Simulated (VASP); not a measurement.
Input of a VASP 6.6.1 run:

INCAR

```
SYSTEM = Li
ALGO = Fast
EDIFF = 1E-6
ENCUT = 520
GGA = PE
ISIF = 2
ISMEAR = 0
IVDW = 12
LASPH = .True.
LCHARG = .False.
LREAL = .False.
LWAVE = .False.
NBANDS = 8
NELM = 100
PREC = Accurate
SIGMA = 0.15
```

File KPOINTS:

```
k-points
0
Gamma
  20 20 20
  0 0 0
```

POSCAR

```
Li
1.0
    0.0000000000      2.2020000000      2.2020000000
    2.2020000000      0.0000000000      2.2020000000
    2.2020000000      2.2020000000      0.0000000000
Li
1
Direct
    0.0000000000      0.0000000000      0.0000000000
```

Potentials or basis: VASP PAW PBE potentials, release 64 (Li_sv).

Command:

```console
$ cat potpaw_PBE.64/Li_sv/POTCAR > POTCAR
$ mpirun -np 1 vasp_std > vasp.out
```

Problem. Predict the dispersion energy per atom.

Solution. -0.160 eV.
